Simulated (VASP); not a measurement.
# Cd3O (Cmmm) in VASP: single point with PBE

Aim: the single point of Cd3O with PBE.

Program: VASP 6.6.1. These are calculated values, not measurements. Logs are shortened: lines on timing, memory, paths and dates and some standing lists are left out, and cuts for length are marked.

## 1. The cell of the first run

The structure is orthorhombic, space group Cmmm (No. 65). Conventional cell: a = 6.923 Å, b = 7.449 Å, c = 7.120 Å, α = 90.00°, β = 90.00°, γ = 90.00°. Cd (site symmetry m) has 1 O at 2.16 Å and 2 Cd at 2.75 to 2.98 Å within 3.0 Å. Cd (site symmetry m2m) has 2 O at 2.30 Å within 3.0 Å. Within 2.9 Å of O (site symmetry mm2) lie 4 Cd at 2.16 to 2.30 Å.

The cell was built from a structure type or drawn by symmetry, and may not be a known phase.

## 2. Single point, PBE, collinear spin, ferromagnetic start

Contents of INCAR:

```
ALGO = Normal ; EDIFF = 1E-6
ENCUT = 520 ; GGA = PE
ISIF = 2 ; ISMEAR = 0
ISPIN = 2 ; LASPH = T
LCHARG = T ; LELF = T
LORBIT = 11 ; LREAL = F
LVHAR = T ; LWAVE = F
MAGMOM = 0 0 0 0 0 0 1 1 ; NBANDS = 56
NELM = 150 ; PREC = Accurate
SIGMA = 0.1
```

Contents of KPOINTS:

```
k-points
0
Gamma
  4 4 4
```

Contents of POSCAR:

```
Cd3O
1.0
    3.4612858787     -3.7244512222      0.0000000000
    3.4612858787      3.7244512222      0.0000000000
    0.0000000000      0.0000000000      7.1203407943
Cd O
6 2
Direct
    0.6985613053      0.6985613053      0.2906058238
    0.3014386947      0.3014386947      0.2906058238
    0.3014386947      0.3014386947      0.7093941762
    0.6985613053      0.6985613053      0.7093941762
    0.7676913914      0.2323086086      0.0000000000
    0.2323086086      0.7676913914      0.0000000000
    0.0000000000      0.0000000000      0.7877242273
    0.0000000000      0.0000000000      0.2122757727
```

Potentials or basis: VASP PAW PBE potentials, release 64 (Cd, O).

Started as:

```bash
cat potpaw_PBE.64/Cd/POTCAR potpaw_PBE.64/O/POTCAR > POTCAR
mpirun -np 1 vasp_std > vasp.out
```

OUTCAR:

```text
EDIFF = 1E-6
   ENCUT = 520
   GGA = PE
   ISIF = 2
   ISMEAR = 0
   ISPIN = 2
   LASPH = T
   LORBIT = 11
   LREAL = F
   NELM = 150
   PREC = Accurate

 ion  position               nearest neighbor table
   1  0.699  0.699  0.291-   8 2.16   2 2.75   4 2.98   6 3.19   5 3.19   5 3.41   6 3.41
   2  0.301  0.301  0.291-   8 2.16   1 2.75   3 2.98   6 3.19   5 3.19   6 3.41   5 3.41
   3  0.301  0.301  0.709-   7 2.16   4 2.75   2 2.98   6 3.19   5 3.19   6 3.41   5 3.41
   4  0.699  0.699  0.709-   7 2.16   3 2.75   1 2.98   6 3.19   5 3.19   5 3.41   6 3.41
   5  0.768  0.232  0.000-   7 2.30   8 2.30   3 3.19   4 3.19   1 3.19   2 3.19   2 3.41   3 3.41
                             1 3.41   4 3.41   6 3.46   6 3.47   6 3.47
   6  0.232  0.768  0.000-   7 2.30   8 2.30   3 3.19   4 3.19   1 3.19   2 3.19   2 3.41   3 3.41
                             1 3.41   4 3.41   5 3.46   5 3.47   5 3.47
   7  0.000  0.000  0.788-   3 2.16   4 2.16   5 2.30   6 2.30
   8  0.000  0.000  0.212-   1 2.16   2 2.16   5 2.30   6 2.30

  LATTYP: Found a base centered orthorhombic cell.
 ALAT       =     6.9225717574
 B/A-ratio  =     1.0760310915
 C/A-ratio  =     1.0285687233

  Lattice vectors:

 A1 = (   3.4612858787,  -3.7244512222,   0.0000000000)
 A2 = (   3.4612858787,   3.7244512222,   0.0000000000)
 A3 = (   0.0000000000,   0.0000000000,   7.1203407943)

Analysis of symmetry for initial positions (statically):
=====================================================================
 Subroutine PRICEL returns:
 Original cell was already a primitive cell.

 Routine SETGRP: Setting up the symmetry group for a
 base centered orthorhombic supercell.

 Subroutine GETGRP returns: Found  8 space group operations
 (whereof  8 operations were pure point group operations)
 out of a pool of  8 trial point group operations.

The static configuration has the point symmetry D_2h.

Analysis of symmetry for dynamics (positions and initial velocities):
=====================================================================
 Subroutine PRICEL returns:
 Original cell was already a primitive cell.

 Routine SETGRP: Setting up the symmetry group for a
 base centered orthorhombic supercell.

 Subroutine GETGRP returns: Found  8 space group operations
 (whereof  8 operations were pure point group operations)
 out of a pool of  8 trial point group operations.

The dynamic configuration has the point symmetry D_2h.

Analysis of structural, dynamic, and magnetic symmetry:
=====================================================================
 Subroutine PRICEL returns:
 Original cell was already a primitive cell.

 Routine SETGRP: Setting up the symmetry group for a
 base centered orthorhombic supercell.

 Subroutine GETGRP returns: Found  8 space group operations
 (whereof  8 operations were pure point group operations)
 out of a pool of  8 trial point group operations.

The overall configuration has the point symmetry D_2h.

 Subroutine INISYM returns: Found  8 space group operations
 (whereof  8 operations are pure point group operations),
 and found     1 'primitive' translations

----------------------------------------------------------------------------------------

                                     Primitive cell

  volume of cell :     183.5822

  direct lattice vectors                    reciprocal lattice vectors
     3.461285879 -3.724451222  0.000000000     0.144454985 -0.134247966  0.000000000
     3.461285879  3.724451222  0.000000000     0.144454985  0.134247966  0.000000000
     0.000000000  0.000000000  7.120340794     0.000000000  0.000000000  0.140442716

  length of vectors
     5.084489831  5.084489831  7.120340794     0.197204866  0.197204866  0.140442716

  position of ions in fractional coordinates (direct lattice)
     0.698561305  0.698561305  0.290605824
     0.301438695  0.301438695  0.290605824
     0.301438695  0.301438695  0.709394176
     0.698561305  0.698561305  0.709394176
     0.767691391  0.232308609  0.000000000
     0.232308609  0.767691391  0.000000000
     0.000000000  0.000000000  0.787724227
     0.000000000  0.000000000  0.212275773

[... 64 lines left out ...]
   dimension x,y,z NGXF=    80 NGYF=   80 NGZF=  108
   ions per type =               6   2
   NGX,Y,Z   is equivalent  to a cutoff of  13.08, 13.08, 12.61 a.u.
   NGXF,Y,Z  is equivalent  to a cutoff of  26.16, 26.16, 25.22 a.u.
 SYSTEM =  unknown system
   PREC   = accura    normal or accurate (medium, high low for compatibility)
   ISTART =      0    job   : 0-new  1-cont  2-samecut
   ICHARG =      2    charge: 1-file 2-atom 10-const
   ISPIN  =      2    spin polarized calculation?
   LNONCOLLINEAR =      F non collinear calculations
   LSORBIT =      F    spin-orbit coupling
   LASPH  =      T    aspherical Exc in radial PAW
   ENCUT  =  520.0 eV  38.22 Ry    6.18 a.u.   9.45  9.45 13.24*2*pi/ulx,y,z
   NELM   =    150;   NELMIN=  2; NELMDL= -5     # of ELM steps
   EDIFF  = 0.1E-05   stopping-criterion for ELM
   LREAL  =      F    real-space projection
   EDIFFG = 0.1E-04   stopping-criterion for IOM
   NSW    =      0    number of steps for IOM
   IBRION =     -1    ionic relax: 0-MD 1-quasi-New 2-CG
   NFREE  =      0    steps in history (QN), initial steepest desc. (CG)
   ISIF   =      2    stress and relaxation
   ISYM   =      2    0-nonsym 1-usesym 2-fastsym
   POTIM  = 0.5000    time-step for ionic-motion
   TEBEG  =    0.0;   TEEND  =   0.0 temperature during run
   PSTRESS=    0.0 pullay stress
   NELECT =      84.0000    total number of electrons
   NUPDOWN=      -1.0000    fix difference up-down
   EMIN   =  10.00;   EMAX   =-10.00  energy-range for DOS
   EFERMI =   0.00;   METHOD = LEGACY
   ISMEAR =     0;   SIGMA  =   0.10  broadening in eV -4-tet -1-fermi 0-gaus
   EFERMI_NEDOS =   21; number of points for ismear=-14 and -15
   IALGO  =     38    algorithm
   IMIX   =      4    mixing-type and parameters
     AMIX     =   0.40;   BMIX     =  1.00
     AMIX_MAG =   1.60;   BMIX_MAG =  1.00
  volume/ion in A,a.u.               =      22.95       154.86
  Fermi-wavevector in a.u.,A,eV,Ry     =   1.261511  2.383910 21.652451  1.591410
  Thomas-Fermi vector in A             =   2.394966
   LORBIT       =     11    0 simple, 1 ext, 2 COOP (PROOUT), +10 PAW based schemes
   GGA     = PE    functional components
   LHFCALC =     F    Hartree Fock is set to
   AEXX    =    0.0000 exact exchange contribution
   IVDW    =     0    specifies the selected vdW correction
   LEPSILON=     F    determine dielectric tensor
   LRPA    =     F    only Hartree local field effects (RPA)
 spin polarized calculation
 Gauss-broadening in eV      SIGMA  =   0.10
  energy-cutoff  :      520.00
  volume of cell :      183.58
 maximum number of plane-waves:      4967
 NGX is ok and might be reduce to    40
   NGX = 19   NGY = 19   NGZ = 27

 number of electron      83.9999983 magnetization      -0.0039247

 number of electron      83.9999983 magnetization       0.0000531

 Free energy of the ion-electron system (eV)
  ---------------------------------------------------
  ext. energy  EPLUGINS =         0.00000000
  ---------------------------------------------------
  free energy    TOTEN  =       -16.45795555 eV

  energy without entropy =      -16.43575827  energy(sigma->0) =      -16.44685691

 E-fermi :   1.3562     XC(G=0):  -9.6121

 val. band max:        1.3413788185   @ k =   0.2500   0.2500   0.2500
 cond. band min:       1.3608889542   @ k =   0.2500   0.0000   0.5000
 fundamental gap:      0.0195101357
 Fermi energy:         1.3561976140

 spin component 1

 k-point     1 :       0.0000    0.0000    0.0000
  band No.  band energies     occupation
      1     -16.7934      1.00000
      2     -16.6108      1.00000
      3      -7.9113      1.00000
      4      -7.7595      1.00000
      5      -7.7494      1.00000
      6      -7.7043      1.00000
[... 1186 lines left out ...]
     53       9.1176      0.00000
     54       9.2584      0.00000
 Fermi energy:         1.3561976140

 spin component 2

 k-point     1 :       0.0000    0.0000    0.0000
  band No.  band energies     occupation
      1     -16.7934      1.00000
      2     -16.6108      1.00000
      3      -7.9113      1.00000
      4      -7.7595      1.00000
      5      -7.7494      1.00000
      6      -7.7043      1.00000
[... 1186 lines left out ...]
     53       9.1177      0.00000
     54       9.2583      0.00000
 [bands above 54 left out]

------------------------ aborting loop because EDIFF is reached ----------------------------------------

  FORCE on cell =-STRESS in cart. coord.  units (eV):
  Direction    XX          YY          ZZ          XY          YZ          ZX
  --------------------------------------------------------------------------------------
  -------------------------------------------------------------------------------------
  Total        1.3593966      0.3914549      0.5258915     -0.0000000      0.0000000      0.0000000
  in kB       11.8638662      3.4163456      4.5896143     -0.0000000      0.0000000      0.0000000
  external PRESSURE =       6.6232753 kB  Pullay stress =       0.0000000 kB

 VOLUME and BASIS-vectors are now :
 -----------------------------------------------------------------------------
  energy-cutoff  :      520.00
  volume of cell :      183.58
      direct lattice vectors                 reciprocal lattice vectors
     3.461285879 -3.724451222  0.000000000     0.144454985 -0.134247966  0.000000000
     3.461285879  3.724451222  0.000000000     0.144454985  0.134247966  0.000000000
     0.000000000  0.000000000  7.120340794     0.000000000  0.000000000  0.140442716

 POSITION                                       TOTAL-FORCE (eV/Angst)
 -----------------------------------------------------------------------------------
      4.83584      0.00000      2.06921         0.037992      0.000000      0.112752
      2.08673      0.00000      2.06921        -0.037992      0.000000      0.112752
      2.08673      0.00000      5.05113        -0.037992      0.000000     -0.112752
      4.83584      0.00000      5.05113         0.037992      0.000000     -0.112752
      3.46129     -1.99401      0.00000        -0.000000      0.049575      0.000000
      3.46129      1.99401      0.00000        -0.000000     -0.049575      0.000000
      0.00000      0.00000      5.60886        -0.000000      0.000000      0.093424
      0.00000      0.00000      1.51148        -0.000000      0.000000     -0.093424
 -----------------------------------------------------------------------------------
    total drift:                                0.000000      0.000000     -0.000000

  FREE ENERGIE OF THE ION-ELECTRON SYSTEM (eV)
  ---------------------------------------------------
  free  energy   TOTEN  =       -16.4579555514 eV

  energy  without entropy=      -16.4357582663  energy(sigma->0) =      -16.44685691

 total charge

# of ion       s       p       d       tot
------------------------------------------
    1        0.527   0.243   9.515  10.284
    2        0.527   0.243   9.515  10.284
    3        0.527   0.243   9.515  10.284
    4        0.527   0.243   9.515  10.284
    5        0.483   0.241   9.534  10.258
    6        0.483   0.241   9.534  10.258
    7        1.586   3.331   0.000   4.917
    8        1.586   3.331   0.000   4.917
--------------------------------------------------
tot          6.245   8.114  57.129  71.487

 magnetization (x)

# of ion       s       p       d       tot
------------------------------------------
    1       -0.000  -0.000   0.000  -0.000
    2       -0.000  -0.000   0.000  -0.000
    3       -0.000  -0.000   0.000  -0.000
    4       -0.000  -0.000   0.000  -0.000
    5        0.000  -0.000   0.000   0.000
    6        0.000  -0.000   0.000   0.000
    7        0.000  -0.000   0.000  -0.000
    8        0.000  -0.000   0.000  -0.000
--------------------------------------------------
tot          0.000  -0.000   0.000  -0.000
```

Wall time 5 min (1 thread of Intel Xeon Platinum 8488C (Sapphire Rapids), shared host); peak memory 0.49 GiB.

Results:

* Free energy: -16.4580 eV
* Pressure: 0.7 GPa
* Largest force: 0.119 eV/Å
* Band gap on the k mesh: zero (filled and empty bands overlap)
* Net moment: 0.00 μB per cell
* Valence electrons inside the program's atomic spheres: Cd 10.28, 10.26 (each value once); O 4.92

Forces in eV/Å, atoms in the order of the input:
```
Cd   0.038  0.000  0.113
Cd  -0.038  0.000  0.113
Cd  -0.038  0.000 -0.113
Cd   0.038  0.000 -0.113
Cd   0.000  0.050  0.000
Cd   0.000 -0.050  0.000
O    0.000  0.000  0.093
O    0.000  0.000 -0.093
```

Levels at points of the mesh, in eV from the Fermi level:
Spin up:
| k point | band 39 | band 40 | band 41 | band 42 | band 43 | band 44 | band 45 | band 46 |
| --- | --- | --- | --- | --- | --- | --- | --- | --- |
| (0.00, 0.00, 0.00) | -2.70 | -2.20 | -1.36 | -0.29 | 1.01 | 1.34 | 2.38 | 3.36 |
| (0.50, 0.00, 0.00) | -2.85 | -2.17 | -1.53 | -0.98 | 0.43 | 0.46 | 1.89 | 2.45 |
| (0.50, 0.50, 0.00) | -2.24 | -1.51 | -0.85 | -0.59 | -0.11 | 0.25 | 1.64 | 1.68 |
| (0.00, 0.00, 0.50) | -2.72 | -2.59 | 0.13 | 1.18 | 1.45 | 1.48 | 1.78 | 1.79 |
| (0.50, 0.00, 0.50) | -2.37 | -2.36 | -2.05 | -0.95 | 1.53 | 1.78 | 2.01 | 2.08 |
| (0.50, 0.50, 0.50) | -3.63 | -2.22 | -0.43 | 0.10 | 0.24 | 0.56 | 1.80 | 2.13 |
Spin down:
| k point | band 40 | band 41 | band 42 | band 43 | band 44 | band 45 |
| --- | --- | --- | --- | --- | --- | --- |
| (0.00, 0.00, 0.00) | -2.20 | -1.36 | -0.29 | 1.01 | 1.34 | 2.38 |
| (0.50, 0.00, 0.00) | -2.17 | -1.53 | -0.98 | 0.43 | 0.46 | 1.89 |
| (0.50, 0.50, 0.00) | -1.51 | -0.85 | -0.59 | -0.11 | 0.25 | 1.64 |
| (0.00, 0.00, 0.50) | -2.59 | 0.13 | 1.18 | 1.45 | 1.48 | 1.78 |
| (0.50, 0.00, 0.50) | -2.36 | -2.05 | -0.95 | 1.53 | 1.78 | 2.01 |
| (0.50, 0.50, 0.50) | -2.22 | -0.43 | 0.10 | 0.24 | 0.56 | 1.80 |
